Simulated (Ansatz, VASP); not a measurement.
## Ir: VASP beside Ansatz

The input INCAR:

```
SYSTEM = Ir
PREC = Accurate
ENCUT = 520
EDIFF = 1E-6
ISMEAR = 0
SIGMA = 0.15
LREAL = .FALSE.
LASPH = .TRUE.
NELM = 100
ALGO = Normal
ISIF = 2
LWAVE = .FALSE.
LCHARG = .FALSE.
GGA = PE
NBANDS = 10
```

Contents of KPOINTS:

```
regular mesh
0
G
  22 22 22
  0 0 0
```

The input POSCAR:

```
Ir
1.0
    0.0000000000      2.2389159844      1.5614200075
    2.2389159844      0.0000000000      1.5614200075
    2.2389159844      2.2389159844      0.0000000000
Ir
1
Direct
    0.0000000000      0.0000000000      0.0000000000
```

Input for Ansatz:

```yaml
crystal:
  lattice:
    - [0.0, 2.2389159844, 1.5614200075]
    - [2.2389159844, 0.0, 1.5614200075]
    - [2.2389159844, 2.2389159844, 0.0]
  atoms:
    - { symbol: Ir, position: [0.0, 0.0, 0.0] }
basis:
  ecutwfc: 420
kpoints:
  mp_grid: { grid: [22, 22, 22] }
hamiltonian:
  xc: pbe
  pseudopotentials: { kind: paw, azcp: { folder: soft_1 } }
scf:
  occupations: { method: gaussian, width: 0.15 }
output:
  forces: true
  stress: true
  eigenvalues: true
  write_density: true
  write_potential: true
  elf: true
  volumetric_format: npy
```

Alike in both runs: task single point; functional PBE; k mesh 22 × 22 × 22; occupations gaussian, width 0.15 eV; no spin polarisation.

|  | VASP | Ansatz |
| --- | --- | --- |
| version | VASP 6.6.1 | Ansatz 0.2.0 |
| potentials or method | VASP PAW PBE potentials, release 64 (Ir), cutoff 520 eV | scalar-relativistic, plane waves, PAW |
| valence electrons in the cell | 9 | 17 |

```tsv
	VASP	Ansatz	Ansatz less VASP
gap on the k mesh at the Fermi level (eV)	none	none	-
pressure (GPa)	-10.7	-11.1	-0.37
traceless stress, the component that is largest in VASP (GPa)	-4.68	-4.83	-0.144
```

A gap of «none» marks a metal or a gap that the smearing closes. VASP's potentials hold 9 valence electrons a cell and Ansatz's 17, so a difference there can come from the potentials and not from the codes.

Neither program's run includes spin-orbit coupling.
